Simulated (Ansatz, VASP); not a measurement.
**Two plane-wave programs on Ta5Si**

Contents of INCAR:

```
SYSTEM = Ta5Si
PREC = Accurate ; ENCUT = 520
EDIFF = 1E-6 ; ISMEAR = 0
SIGMA = 0.1 ; LREAL = .FALSE.
LASPH = .TRUE. ; NELM = 60
ALGO = Normal ; ISIF = 2
LWAVE = .FALSE. ; LCHARG = .FALSE.
GGA = PE ; NBANDS = 38
```

The input KPOINTS:

```
Automatic mesh
0
G
  4 4 4
  0 0 0
```

POSCAR

```
Ta5Si
1.0
    0.0000000000      3.6505364000      3.6505364000
    3.6505364000      0.0000000000      3.6505364000
    3.6505364000      3.6505364000      0.0000000000
Ta Si
5 1
Direct
    0.7500000000      0.7500000000      0.7500000000
    0.3758891600      0.3758891600      0.8723325100
    0.3758891600      0.8723325100      0.3758891600
    0.3758891600      0.3758891600      0.3758891600
    0.8723325100      0.3758891600      0.3758891600
    0.0000000000      0.0000000000      0.0000000000
```

Input for Ansatz:

```yaml
crystal:
  lattice:
    - [0.0, 3.6505364, 3.6505364]
    - [3.6505364, 0.0, 3.6505364]
    - [3.6505364, 3.6505364, 0.0]
  atoms:
    - { symbol: Ta, position: [0.75, 0.75, 0.75] }
    - { symbol: Ta, position: [0.37588916, 0.37588916, 0.87233251] }
    - { symbol: Ta, position: [0.37588916, 0.87233251, 0.37588916] }
    - { symbol: Ta, position: [0.37588916, 0.37588916, 0.37588916] }
    - { symbol: Ta, position: [0.87233251, 0.37588916, 0.37588916] }
    - { symbol: Si, position: [0.0, 0.0, 0.0] }
basis:
  ecutwfc: 420
kpoints:
  mp_grid: { grid: [4, 4, 4] }
hamiltonian:
  xc: pbe
scf:
  occupations: { method: gaussian, width: 0.1 }
  lower_state_search: "off"
output:
  forces: true
  stress: true
  eigenvalues: true
```

Change from the starting cell: species swapped into the ZrCu5 type (F-43m, No. 216).

Alike in both runs: task single point; functional PBE; k mesh 4 × 4 × 4; occupations gaussian, width 0.1 eV; no spin polarisation.

|  | VASP | Ansatz |
| --- | --- | --- |
| version | VASP 6.6.1 | Ansatz 0.2.0 |
| potentials or method | VASP PAW PBE potentials, release 64 (Ta_pv, Si), cutoff 520 eV | scalar-relativistic, plane waves, PAW |
| valence electrons in the cell | 59 | 69 |

|  | VASP | Ansatz | Ansatz less VASP |
| --- | --- | --- | --- |
| gap on the k mesh at the Fermi level (eV) | none | none | - |
| rms of the force components (eV/Å) | 0.340 | 0.334 | -0.0055 |

Atom by atom the forces differ by 0.006 eV/Å (rms over components). A gap of «none» marks a metal or a gap that the smearing closes. With one functional, cell and mesh, what is left measures potentials, basis and numerics. VASP's potentials hold 59 valence electrons a cell and Ansatz's 69, so a difference there can come from the potentials and not from the codes.

The k mesh is coarse, so the values compare programs but aren't converged. Spin-orbit coupling is off throughout.
